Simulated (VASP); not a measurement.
# MgO (e600) (Fm-3m) in VASP: single point with PBE

Aim: the single point of MgO (e600) with PBE.

Program: VASP 6.6.1. These are calculated values, not measurements. Logs are shortened: lines on timing, memory, paths and dates and some standing lists are left out, and cuts for length are marked.

**Measured values to compare with.**

“Electronic structure of alkaline earth and post-transition metal oxides”, 2009, arxiv:0908.1581 quotes, for a bulk crystal of MgO: band gap 7.83 eV.

The runs below are set against these values where they give the same quantity.

**1. The cell of the first run**

Symmetry: Fm-3m, No. 225, cubic system. Conventional cell: a = 4.248 Å, b = 4.248 Å, c = 4.248 Å, α = 90.00°, β = 90.00°, γ = 90.00°. Within 2.8 Å of Mg (site symmetry m-3m) lie 6 O at 2.12 Å. Within 2.8 Å of O (site symmetry m-3m) lie 6 Mg at 2.12 Å.

**2. Single point, PBE**

Input file INCAR:

```
  PREC = Accurate
  ENCUT = 600
  EDIFF = 1E-6
  ISMEAR = 0
  SIGMA = 0.02
  LREAL = False
  LASPH = True
  NELM = 120
  ALGO = Normal
  ISIF = 2
  LWAVE = False
  LCHARG = False
  GGA = PE
  NBANDS = 11
  GGA_COMPAT = False
```

Input file KPOINTS:

```
regular mesh
0
Gamma
  10 10 10
```

Input file POSCAR:

```
MgO
1.0
    0.0000000000      2.1241300991      2.1241300991
    2.1241300991      0.0000000000      2.1241300991
    2.1241300991      2.1241300991      0.0000000000
Mg O
1 1
Direct
    0.0000000000      0.0000000000      0.0000000000
    0.5000000000      0.5000000000      0.5000000000
```

Potentials or basis: VASP PAW PBE potentials, release 64 (Mg, O).

The run is started by

```console
> cat potpaw_PBE.64/Mg/POTCAR potpaw_PBE.64/O/POTCAR > POTCAR
> mpirun -np 1 vasp_std > vasp.out
```

OUTCAR:

```text
PREC = Accurate
   ENCUT = 600
   EDIFF = 1E-6
   ISMEAR = 0
   LREAL = False
   LASPH = True
   NELM = 120
   ISIF = 2
   GGA = PE

 ion  position               nearest neighbor table
   1  0.000  0.000  0.000-   2 2.12   2 2.12   2 2.12   2 2.12   2 2.12   2 2.12
   2  0.500  0.500  0.500-   1 2.12   1 2.12   1 2.12   1 2.12   1 2.12   1 2.12

  LATTYP: Found a face centered cubic cell.
 ALAT       =     4.2482601982

  Lattice vectors:

 A1 = (   0.0000000000,   2.1241300991,   2.1241300991)
 A2 = (   2.1241300991,   0.0000000000,   2.1241300991)
 A3 = (   2.1241300991,   2.1241300991,   0.0000000000)

Analysis of symmetry for initial positions (statically):
=====================================================================
 Subroutine PRICEL returns:
 Original cell was already a primitive cell.

 Routine SETGRP: Setting up the symmetry group for a
 face centered cubic supercell.

 Subroutine GETGRP returns: Found 48 space group operations
 (whereof 48 operations were pure point group operations)
 out of a pool of 48 trial point group operations.

The static configuration has the point symmetry O_h .

Analysis of symmetry for dynamics (positions and initial velocities):
=====================================================================
 Subroutine PRICEL returns:
 Original cell was already a primitive cell.

 Routine SETGRP: Setting up the symmetry group for a
 face centered cubic supercell.

 Subroutine GETGRP returns: Found 48 space group operations
 (whereof 48 operations were pure point group operations)
 out of a pool of 48 trial point group operations.

The dynamic configuration has the point symmetry O_h .

 Subroutine INISYM returns: Found 48 space group operations
 (whereof 48 operations are pure point group operations),
 and found     1 'primitive' translations

----------------------------------------------------------------------------------------

                                     Primitive cell

  volume of cell :      19.1678

  direct lattice vectors                    reciprocal lattice vectors
     0.000000000  2.124130099  2.124130099    -0.235390478  0.235390478  0.235390478
     2.124130099  0.000000000  2.124130099     0.235390478 -0.235390478  0.235390478
     2.124130099  2.124130099  0.000000000     0.235390478  0.235390478 -0.235390478

  length of vectors
     3.003973594  3.003973594  3.003973594     0.407708268  0.407708268  0.407708268

  position of ions in fractional coordinates (direct lattice)
     0.000000000  0.000000000  0.000000000
     0.500000000  0.500000000  0.500000000

  ion indices of the primitive-cell ions
   primitive index   ion index
                 1           1
                 2           2

----------------------------------------------------------------------------------------

 KPOINTS: regular mesh

Automatic generation of k-mesh.
 Grid dimensions read from file:
 generate k-points for:   10   10   10

 Generating k-lattice:

  Cartesian coordinates                     Fractional coordinates (reciprocal lattice)
    -0.023539048  0.023539048  0.023539048     0.100000000  0.000000000  0.000000000
     0.023539048 -0.023539048  0.023539048     0.000000000  0.100000000  0.000000000
     0.023539048  0.023539048 -0.023539048     0.000000000  0.000000000  0.100000000

  Length of vectors
     0.040770827  0.040770827  0.040770827

  Shift w.r.t. Gamma in fractional coordinates (k-lattice)
     0.000000000  0.000000000  0.000000000

 Subroutine IBZKPT returns following result:
 ===========================================

 Found     47 irreducible k-points:

 Following reciprocal coordinates:
            Coordinates               Weight
  0.000000  0.000000  0.000000      1.000000
  0.100000  0.000000  0.000000      8.000000
  0.200000  0.000000  0.000000      8.000000
  0.300000  0.000000  0.000000      8.000000
  0.400000  0.000000  0.000000      8.000000
  0.500000  0.000000  0.000000      4.000000
[... 16 lines left out ...]
  0.300000  0.300000  0.000000      6.000000
  0.400000  0.300000  0.000000     24.000000
 [... further k-points ...]
   k-points           NKPTS =     47   k-points in BZ     NKDIM =     47   number of bands    NBANDS=     11
   number of dos      NEDOS =    301   number of ions     NIONS =      2
   total plane-waves  NPLWV =  13824
   dimension x,y,z NGX =    24 NGY =   24 NGZ =   24
   dimension x,y,z NGXF=    48 NGYF=   48 NGZF=   48
   ions per type =               1   1
   NGX,Y,Z   is equivalent  to a cutoff of  13.28, 13.28, 13.28 a.u.
   NGXF,Y,Z  is equivalent  to a cutoff of  26.56, 26.56, 26.56 a.u.
 SYSTEM =  unknown system
   PREC   = accura    normal or accurate (medium, high low for compatibility)
   ISTART =      0    job   : 0-new  1-cont  2-samecut
   ICHARG =      2    charge: 1-file 2-atom 10-const
   ISPIN  =      1    spin polarized calculation?
   LNONCOLLINEAR =      F non collinear calculations
   LSORBIT =      F    spin-orbit coupling
   LASPH  =      T    aspherical Exc in radial PAW
   ENCUT  =  600.0 eV  44.10 Ry    6.64 a.u.   6.00  6.00  6.00*2*pi/ulx,y,z
   NELM   =    120;   NELMIN=  2; NELMDL= -5     # of ELM steps
   EDIFF  = 0.1E-05   stopping-criterion for ELM
   LREAL  =      F    real-space projection
   EDIFFG = 0.1E-04   stopping-criterion for IOM
   NSW    =      0    number of steps for IOM
   IBRION =     -1    ionic relax: 0-MD 1-quasi-New 2-CG
   NFREE  =      0    steps in history (QN), initial steepest desc. (CG)
   ISIF   =      2    stress and relaxation
   ISYM   =      2    0-nonsym 1-usesym 2-fastsym
   POTIM  = 0.5000    time-step for ionic-motion
   TEBEG  =    0.0;   TEEND  =   0.0 temperature during run
   PSTRESS=    0.0 pullay stress
   NELECT =       8.0000    total number of electrons
   NUPDOWN=      -1.0000    fix difference up-down
   EMIN   =  10.00;   EMAX   =-10.00  energy-range for DOS
   EFERMI =   0.00;   METHOD = LEGACY
   ISMEAR =     0;   SIGMA  =   0.02  broadening in eV -4-tet -1-fermi 0-gaus
   EFERMI_NEDOS =   21; number of points for ismear=-14 and -15
   IALGO  =     38    algorithm
   IMIX   =      4    mixing-type and parameters
     AMIX     =   0.40;   BMIX     =  1.00
     AMIX_MAG =   1.60;   BMIX_MAG =  1.00
  volume/ion in A,a.u.               =       9.58        64.68
  Fermi-wavevector in a.u.,A,eV,Ry     =   1.223434  2.311954 20.365059  1.496790
  Thomas-Fermi vector in A             =   2.358545
   LORBIT       =      0    0 simple, 1 ext, 2 COOP (PROOUT), +10 PAW based schemes
   GGA     = PE    functional components
   LHFCALC =     F    Hartree Fock is set to
   AEXX    =    0.0000 exact exchange contribution
   IVDW    =     0    specifies the selected vdW correction
   LEPSILON=     F    determine dielectric tensor
   LRPA    =     F    only Hartree local field effects (RPA)
 non-spin polarized calculation
 Gauss-broadening in eV      SIGMA  =   0.02
  energy-cutoff  :      600.00
  volume of cell :       19.17
 maximum number of plane-waves:       652
   NGX = 11   NGY = 11   NGZ = 11

 number of electron       8.0000004 magnetization

 Free energy of the ion-electron system (eV)
  ---------------------------------------------------
  ext. energy  EPLUGINS =         0.00000000
  ---------------------------------------------------
  free energy    TOTEN  =       -11.91496602 eV

  energy without entropy =      -11.91496602  energy(sigma->0) =      -11.91496602

 E-fermi :   3.2013     XC(G=0): -10.9573

 val. band max:        2.9952048967   @ k =   0.0000   0.0000   0.0000
 cond. band min:       7.4768425642   @ k =   0.0000   0.0000   0.0000
 fundamental gap:      4.4816376674
 Fermi energy:         3.2013097498

 k-point     1 :       0.0000    0.0000    0.0000
  band No.  band energies     occupation
      1     -14.1379      2.00000
      2       2.9952      2.00000
      3       2.9952      2.00000
      4       2.9952      2.00000
      5       7.4768      0.00000
      6      18.6514      0.00000
      7      18.6514      0.00000
      8      18.6514      0.00000
      9      22.4998      0.00000
     10      24.2458      0.00000
     11      24.2458      0.00000

 k-point     2 :       0.1000    0.0000    0.0000
  band No.  band energies     occupation
      1     -14.0371      2.00000
      2       2.3481      2.00000
      3       2.9306      2.00000
      4       2.9306      2.00000
      5       8.1084      0.00000
      6      17.4086      0.00000
      7      18.8816      0.00000
      8      18.8816      0.00000
      9      23.4796      0.00000
     10      23.4796      0.00000
     11      24.1070      0.00000

 k-point     3 :       0.2000    0.0000    0.0000
  band No.  band energies     occupation
      1     -13.7599      2.00000
      2       1.0528      2.00000
      3       2.7669      2.00000
      4       2.7669      2.00000
      5       9.3070      0.00000
      6      15.8885      0.00000
      7      19.3322      0.00000
      8      19.3322      0.00000
      9      22.7816      0.00000
     10      22.7816      0.00000
     11      24.8492      0.00000

 k-point     4 :       0.3000    0.0000    0.0000
  band No.  band energies     occupation
      1     -13.3869      2.00000
      2      -0.2319      2.00000
      3       2.5744      2.00000
      4       2.5744      2.00000
      5      10.2677      0.00000
      6      15.1524      0.00000
      7      19.4010      0.00000
      8      19.4010      0.00000
      9      23.2331      0.00000
     10      23.2331      0.00000
     11      24.2298      0.00000

 k-point     5 :       0.4000    0.0000    0.0000
  band No.  band energies     occupation
      1     -13.0543      2.00000
      2      -1.1654      2.00000
      3       2.4256      2.00000
      4       2.4256      2.00000
      5      10.6652      0.00000
      6      15.1721      0.00000
      7      19.1626      0.00000
      8      19.1626      0.00000
      9      23.6935      0.00000
     10      24.4639      0.00000
     11      24.4639      0.00000
[... 211 lines left out ...]
 k-point    21 :      -0.3000    0.2000    0.0000
  band No.  band energies     occupation
      1     -12.9788      2.00000
      2      -0.5905      2.00000
      3       1.2422      2.00000
      4       2.3697      2.00000
      5      12.0450      0.00000
      6      14.7393      0.00000
      7      16.8915      0.00000
      8      20.0254      0.00000
      9      23.0363      0.00000
     10      23.7579      0.00000
     11      27.6252      0.00000

 k-point    22 :      -0.2000    0.2000    0.0000
  band No.  band energies     occupation
      1     -13.2758      2.00000
      2      -0.0400      2.00000
      3       1.7001      2.00000
      4       2.5728      2.00000
      5      11.1939      0.00000
      6      14.7615      0.00000
      7      17.8171      0.00000
      8      20.4810      0.00000
      9      21.2826      0.00000
     10      24.0575      0.00000
     11      27.3795      0.00000

 k-point    23 :       0.3000    0.3000    0.0000
  band No.  band energies     occupation
      1     -13.1933      2.00000
      2      -0.0882      2.00000
      3       2.0843      2.00000
      4       2.0843      2.00000
      5      11.5800      0.00000
      6      13.3762      0.00000
      7      17.1444      0.00000
      8      20.6210      0.00000
      9      20.6210      0.00000
     10      26.8532      0.00000
     11      29.8505      0.00000

 k-point    24 :       0.4000    0.3000    0.0000
  band No.  band energies     occupation
      1     -12.9585      2.00000
      2      -0.4966      2.00000
      3       1.7291      2.00000
      4       1.9415      2.00000
      5      12.3179      0.00000
      6      13.0923      0.00000
      7      16.3262      0.00000
      8      20.8379      0.00000
      9      21.0399      0.00000
     10      27.5684      0.00000
     11      29.4607      0.00000

 [... further k-points ...]
[... 5 lines left out ...]
  --------------------------------------------------------------------------------------
  -------------------------------------------------------------------------------------
  Total       -0.0477921     -0.0477921     -0.0477921      0.0000000     -0.0000000      0.0000000
  in kB       -3.9947871     -3.9947871     -3.9947871      0.0000000     -0.0000000      0.0000000
  external PRESSURE =      -3.9947871 kB  Pullay stress =       0.0000000 kB

 VOLUME and BASIS-vectors are now :
 -----------------------------------------------------------------------------
  energy-cutoff  :      600.00
  volume of cell :       19.17
      direct lattice vectors                 reciprocal lattice vectors
     0.000000000  2.124130099  2.124130099    -0.235390478  0.235390478  0.235390478
     2.124130099  0.000000000  2.124130099     0.235390478 -0.235390478  0.235390478
     2.124130099  2.124130099  0.000000000     0.235390478  0.235390478 -0.235390478

 POSITION                                       TOTAL-FORCE (eV/Angst)
 -----------------------------------------------------------------------------------
      0.00000      0.00000      0.00000        -0.000000     -0.000000      0.000000
      2.12413      2.12413      2.12413         0.000000      0.000000     -0.000000
 -----------------------------------------------------------------------------------
    total drift:                               -0.000000     -0.000000      0.000000

  FREE ENERGIE OF THE ION-ELECTRON SYSTEM (eV)
  ---------------------------------------------------
  free  energy   TOTEN  =       -11.9149660158 eV

  energy  without entropy=      -11.9149660158  energy(sigma->0) =      -11.91496602
```

It used 6.2 s of CPU time on 1 thread of Intel Xeon 6975P-C, with other jobs on the host.

Results:

```yaml
Free_energy: -11.9150 eV
Pressure: -0.4 GPa
Band_gap_on_the_k_mesh: 4.48 eV, direct
```

Levels at points of the mesh, in eV from the valence-band top:
```tsv
k point	band 1	band 2	band 3	band 4	band 5	band 6	band 7	band 8
(0.00, 0.00, 0.00)	-17.13	0.00	0.00	0.00	4.48	15.66	15.66	15.66
(0.50, 0.00, 0.00)	-15.91	-4.50	-0.62	-0.62	7.74	12.31	16.05	16.05
(0.50, 0.50, 0.00)	-15.66	-3.98	-1.31	-1.31	9.09	9.69	12.83	18.58
```

**3. Comparison with measurements**

Step 2. A measured gap of MgO is 7.83 eV (quoted in “Electronic structure of alkaline earth and post-transition metal oxides”, 2009, arxiv:0908.1581); the calculated 4.48 eV misses it by -3.35 eV. The value is that of PBE, without temperature or zero-point motion. Semilocal functionals fall short of measured gaps as a rule.
